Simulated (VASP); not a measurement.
## SrSc3Zn: relaxation of cell and atoms with PBE

Crystal: SrSc3Zn.

```xyz
5
Lattice="5.1893 0.0000 0.0000 0.0000 5.1893 0.0000 0.0000 0.0000 5.1893" Properties=species:S:1:pos:R:3 pbc="T T T"
Sr    2.5947    2.5947    2.5947
Sc    2.5947    2.5947    0.0000
Sc    0.0000    2.5947    2.5947
Sc    2.5947    0.0000    2.5947
Zn    0.0000    0.0000    0.0000
```

```json
{"Program": "VASP 6.6.1", "Task": "relaxation of cell and atoms", "Functional": "PBE", "Potentials or basis": "VASP PAW PBE potentials, release 64 (Sr_sv, Sc_sv, Zn)", "Cutoff": "600 eV", "k mesh": "8 × 8 × 8", "Occupations": "gaussian, width 0.1 eV", "Spin": "no spin polarisation", "Dipole correction": "no", "Further INCAR settings": "ALGO = Normal; EDIFF = 1e-06; IBRION = 2; EDIFFG = -0.01; NSW = 100; ISIF = 3"}
```

```json
{
  "Relaxed volume": "29.49 Å³/atom",
  "Relaxed cell": "a = 5.283 Å, b = 5.283 Å, c = 5.283 Å, α = 90.00°, β = 90.00°, γ = 90.00°",
  "Space group after relaxing (to 0.05 Å)": "Pm-3m (No. 221)",
  "Energy gained by relaxing": "4.9 meV/atom",
  "Ionic steps": "3",
  "Pressure after relaxing": "0.0 GPa"
}
```

Step by step:
```
step  energy change (eV)  largest force (eV/Å)  pressure (GPa)  volume (Å³)
   1              0.0000                0.0000            1.09       139.74
   2             -0.0190                0.0000            0.50       143.61
   3             -0.0245                0.0000           -0.03       147.47
```

Final structure:
```
Sr Sc Zn
1.0
     5.28327    0.00000    0.00000
     0.00000    5.28327    0.00000
     0.00000    0.00000    5.28327
Sr Sc Zn
1 3 1
Direct
  0.50000 0.50000 0.50000
  0.50000 0.50000 0.00000
  0.00000 0.50000 0.50000
  0.50000 0.00000 0.50000
  0.00000 0.00000 0.00000
```

Levels at points of the mesh, in eV from the Fermi level:
```csv
k point,band 24,band 25,band 26,band 27,band 28,band 29,band 30,band 31,band 32,band 33
"(0.00, 0.00, 0.00)",-1.39,-1.39,-0.75,-0.75,-0.56,0.21,0.21,0.95,0.95,0.95
"(0.50, 0.00, 0.00)",-1.28,-1.04,-1.04,-0.40,0.13,0.58,0.76,0.78,0.78,1.30
"(0.50, 0.50, 0.00)",-1.58,-1.14,-0.62,-0.62,0.09,0.49,0.56,0.63,0.63,1.39
"(0.50, 0.50, 0.50)",-0.93,-0.93,-0.54,-0.54,-0.54,0.81,0.81,0.81,1.13,1.95
```

It took 9.9 min on 1 thread of Intel(R) Xeon(R) Platinum 8488C (Sapphire Rapids), with other jobs on the host, peak memory 0.4 GiB.
